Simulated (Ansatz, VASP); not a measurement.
## Sb4Pt in VASP and in Ansatz

```
Sb Pt
1.0
    -3.28136    3.28136    3.28136
     3.28136   -3.28136    3.28136
     3.28136    3.28136   -3.28136
Sb Pt
4 1
Direct
  0.50000 0.50000 0.50000
  0.00000 0.00000 0.50000
  0.00000 0.50000 0.00000
  0.50000 0.00000 0.00000
  0.00000 0.00000 0.00000
```

Alike in both runs: functional PBE; k mesh 8 × 8 × 8; occupations gaussian, width 0.1 eV; no spin polarisation.

Ansatz relaxed the structure, and its values are those at the end. VASP's run is a single point on that final structure, the one shown.

|  | VASP | Ansatz |
| --- | --- | --- |
| version | VASP 6.6.1 | Ansatz 0.2.0 |
| potentials or method | VASP PAW PBE potentials, release 64 (Sb, Pt), cutoff 520 eV | scalar-relativistic, plane waves, PAW |
| valence electrons in the cell | 30 | 78 |

```csv
,VASP,Ansatz,Ansatz less VASP
gap on the k mesh at the Fermi level (eV),none,none,-
pressure (GPa),-0.2,0.0,+0.16
```

A gap of «none» marks a metal or a gap that the smearing closes. With one functional, cell and mesh, what is left measures potentials, basis and numerics. VASP's potentials hold 30 valence electrons a cell and Ansatz's 78, so a difference there can come from the potentials and not from the codes.

Spin-orbit coupling is off throughout.
